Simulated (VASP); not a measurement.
Input of a VASP 6.6.1 run:

File INCAR:

```
SYSTEM = Ti
PREC = Accurate
ENCUT = 520
EDIFF = 1E-7
ISMEAR = -1
SIGMA = 0.1
LREAL = .False.
LASPH = .True.
NELM = 80
ALGO = Normal
ISIF = 2
LWAVE = .False.
LCHARG = .True.
GGA = RP
LELF = .True.
LVHAR = .True.
NBANDS = 12
```

Contents of KPOINTS:

```
regular mesh
0
Gamma
  15 15 15
  0 0 0
```

POSCAR

```
Ti
1.0
    0.0000000000      2.0216719554      2.0216719554
    2.0216719554      0.0000000000      2.0216719554
    2.0216719554      2.0216719554      0.0000000000
Ti
1
Direct
    0.0000000000      0.0000000000      0.0000000000
```

Potentials or basis: VASP PAW PBE potentials, release 64 (Ti_sv).

Launch:

```bash
$ cat potpaw_PBE.64/Ti_sv/POTCAR > POTCAR
$ mpirun -np 1 vasp_std > vasp.out
```

**Question.** What does it give for the pressure?

**Answer.** 9.3 GPa.

**Question.** What does it give for the band gap on the k mesh?

**Answer.** Zero (band 6 reaches 9.79 eV, above the bottom of band 7 at 8.59 eV).

Caveat: the PAW data sets were made with another functional, which shifts forces and pressure a little.
